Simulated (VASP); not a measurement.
A run of VASP 6.6.1:

The input INCAR:

```
PREC = Accurate
ENCUT = 520
EDIFF = 1E-6
ISMEAR = -4
SIGMA = 0.1
LREAL = False
LASPH = True
NELM = 100
ALGO = Normal
ISIF = 2
LWAVE = False
LCHARG = False
GGA = CA
NBANDS = 10
```

The input KPOINTS:

```
regular mesh
0
Gamma
  16 16 9
```

POSCAR

```
Li
1.0
    3.0946155067      0.0000000000      0.0000000000
   -1.5473077534      2.6800156438      0.0000000000
    0.0000000000      0.0000000000      5.0609352817
Li
2
Direct
    0.3333333333      0.6666666667      0.2500000000
    0.6666666667      0.3333333333      0.7500000000
```

Potentials or basis: VASP PAW LDA potentials, release 64 (Li_sv).

Command:

```sh
$ cat potpaw_LDA.64/Li_sv/POTCAR > POTCAR
$ mpirun -np 1 vasp_std > vasp.out
```

Hardware: 1 thread of Intel Xeon 6975P-C, on a shared host.

**Question.** How long does it take, and how much memory?

**Answer.** Wall time 16 s on 1 thread of Intel Xeon 6975P-C (shared host), peak memory 0.17 GiB. Counts: scf iterations 9, k points 150.
